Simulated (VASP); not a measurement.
Write the native input for VASP 6.6.1 that does the following.

```yaml
Task: single point
Functional: PBE
Potentials_or_basis: VASP PAW PBE potentials, release 64 (Rb_sv)
Cutoff: 520 eV
k_mesh: 12 × 12 × 6
Occupations: gaussian, width 0.05 eV
Spin: no spin polarisation
Dipole_correction: no
Further_INCAR_settings: ALGO = Normal; EDIFF = 1e-06; NBANDS = 16
```

The structure of Rb lies in POSCAR:

```
Rb
1.0
    5.0882069800      0.0000000000      0.0000000000
   -2.5441034900      4.4065165000      0.0000000000
    0.0000000000      0.0000000000      8.4420579800
Rb
2
Direct
    0.3333333300      0.6666666700      0.2500000000
    0.6666666700      0.3333333300      0.7500000000
```

These files were run (other wordings do the same):

INCAR

```
SYSTEM = Rb
ALGO = Normal
EDIFF = 1E-6
ENCUT = 520
GGA = PE
ISIF = 2
ISMEAR = 0
LASPH = .True.
LCHARG = .False.
LREAL = .False.
LWAVE = .False.
NBANDS = 16
NELM = 100
PREC = Accurate
SIGMA = 0.05
```

KPOINTS

```
k-points
0
Gamma
  12 12 6
  0 0 0
```

Potentials or basis: VASP PAW PBE potentials, release 64 (Rb_sv).

Run with:

```sh
$ cat potpaw_PBE.64/Rb_sv/POTCAR > POTCAR
$ mpirun -np 1 vasp_std > vasp.out
```

It gave:

```yaml
Pressure: -0.1 GPa
Band_gap_on_the_k_mesh: zero (band 9 reaches 0.99 eV, above the bottom of band 10 at -1.36 eV)
```

Run time: 2.2 min on 1 thread of AMD EPYC 7R43 64-Core Processor (Zen 3), on a shared host, peak memory 0.37 GiB.
